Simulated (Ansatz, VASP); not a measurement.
One calculation of BeS, two programs

```
Be S
1.0
     6.89759    0.00000    0.00000
     0.00000    6.89759    0.00000
     0.00000    0.00000    5.72014
Be S
8 8
Direct
  0.63445 0.86555 0.90359
  0.63445 0.13445 0.40359
  0.36555 0.86555 0.40359
  0.36555 0.13445 0.90359
  0.13445 0.36555 0.59641
  0.86555 0.63445 0.59641
  0.13445 0.63445 0.09641
  0.86555 0.36555 0.09641
  0.65340 0.84660 0.53420
  0.34660 0.15340 0.53420
  0.65340 0.15340 0.03420
  0.34660 0.84660 0.03420
  0.15340 0.34660 0.96580
  0.15340 0.65340 0.46580
  0.84660 0.34660 0.46580
  0.84660 0.65340 0.96580
```

Alike in both runs: functional PBE; k mesh 4 × 4 × 4; occupations gaussian, width 0.02 eV; no spin polarisation.

Ansatz relaxed the structure, and its values are those at the end. VASP's run is a single point on that final structure, the one shown.

```csv
,VASP,Ansatz
version,VASP 6.6.1,Ansatz 0.2.0
potentials or method,"VASP PAW PBE potentials, release 64 (Be, S), cutoff 520 eV","scalar-relativistic, plane waves, PAW"
valence electrons in the cell,64,64
```

VASP gave:

| Quantity | Value |
| --- | --- |
| gap on the k mesh at the Fermi level (eV) | 3.59 |
| least direct gap on the mesh (eV) | 3.59 |
| pressure (GPa) | 0.0 |
| rms of the force components (eV/Å) | 0.004 |

Problem. Which values does Ansatz return?

Solution. gap on the k mesh at the Fermi level (eV): 3.59; least direct gap on the mesh (eV): 3.59; pressure (GPa): 0.0; rms of the force components (eV/Å): 0.000.
